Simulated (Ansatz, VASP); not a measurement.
**Two plane-wave programs on As**

```
As
1.0
     0.00000    3.05806    3.05806
     3.05806    0.00000    3.05806
     3.05806    3.05806    0.00000
As
2
Direct
  0.12500 0.12500 0.12500
  0.87500 0.87500 0.87500
```

Alike in both runs: task single point; functional PBE; k mesh 9 × 9 × 9; occupations fermi-dirac, width 0.1 eV; non-collinear spin, spin-orbit coupling.

```csv
,VASP,Ansatz
version,VASP 6.6.1,Ansatz 0.2.0
potentials or method,"VASP PAW PBE potentials, release 64 (As), cutoff 520 eV","plane waves (420 eV) with PAW, fully relativistic with spin-orbit coupling"
valence electrons in the cell,10,30
```

|  | VASP | Ansatz | Ansatz less VASP |
| --- | --- | --- | --- |
| net moment per atom (μB) | 0.00 | 0.00 | 0.000 |

With one functional, cell and mesh, what is left measures potentials, basis and numerics. VASP's potentials hold 10 valence electrons a cell and Ansatz's 30, so a difference there can come from the potentials and not from the codes.
